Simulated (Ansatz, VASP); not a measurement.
**Two plane-wave programs on Ga2O3**

```xyz
10
Lattice="2.4912 1.4383 4.4777 -2.4912 1.4383 4.4777 0.0000 -2.8766 4.4777" Properties=species:S:1:pos:R:3 pbc="T T T"
Ga    0.0000    0.0000    4.7741
Ga    0.0000    0.0000    1.9424
Ga    0.0000    0.0000    8.6589
Ga    0.0000    0.0000   11.4906
O    -0.9721    1.4383    7.8359
O    -0.7596   -1.5610    7.8359
O     1.7317    0.1227    7.8359
O     0.9721   -1.4383    5.5971
O     0.7596    1.5610    5.5971
O    -1.7317   -0.1227    5.5971
```

Alike in both runs: task single point; functional PBE; k mesh 6 × 6 × 6; occupations gaussian, width 0.1 eV; no spin polarisation.

```csv
,VASP,Ansatz
version,VASP 6.6.1,Ansatz 0.2.0
potentials or method,"VASP PAW PBE potentials, release 64 (Ga_d, O), cutoff 600 eV","scalar-relativistic, plane waves, PAW"
valence electrons in the cell,88,88
```

```csv
,VASP,Ansatz,Ansatz less VASP
gap on the k mesh at the Fermi level (eV),2.86,2.87,+0.007
least direct gap on the mesh (eV),3.12,3.12,+0.006
pressure (GPa),10.5,9.8,-0.76
"traceless stress, the component that is largest in VASP (GPa)",-0.85,-0.78,+0.070
rms of the force components (eV/Å),0.062,0.062,+0.0007
```

Atom by atom the forces differ by 0.007 eV/Å (rms over components). With one functional, cell and mesh, what is left measures potentials, basis and numerics.
